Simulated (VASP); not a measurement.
Co, 2 atoms in the cell. The structure is hexagonal, space group P6_3/mmc (No. 194). The conventional cell has a = 2.458 Å, b = 2.458 Å, c = 3.961 Å, α = 90.00°, β = 90.00°, γ = 120.00°. Co (site symmetry -6m2) has 12 Co at 2.44 to 2.46 Å within 3.2 Å. 

* Program: VASP 6.6.1
* Task: single point
* Functional: PBE
* Potentials or basis: VASP PAW PBE potentials, release 64 (Co)
* Cutoff: 520 eV
* k mesh: 15 × 15 × 8
* Occupations: methfessel-paxton, width 0.03 eV
* Spin: no spin polarisation
* Dipole correction: no
* Further INCAR settings: ALGO = Normal; EDIFF = 1e-06; NBANDS = 16

Potentials or basis: VASP PAW PBE potentials, release 64 (Co).

The run is started by

```bash
$ cat potpaw_PBE.64/Co/POTCAR > POTCAR
$ mpirun -np 1 vasp_std > vasp.out
```

Hardware: 1 thread of Intel(R) Xeon(R) Platinum 8259CL CPU @ 2.50GHz (Skylake/Cascade Lake), with other jobs on the host.

**Question.** How long does it take, and how much memory?

**Answer.** It took 34 s on 1 thread of Intel(R) Xeon(R) Platinum 8259CL CPU @ 2.50GHz (Skylake/Cascade Lake) (shared host), peak memory 0.16 GiB. Counts: scf iterations 12, k points 135.
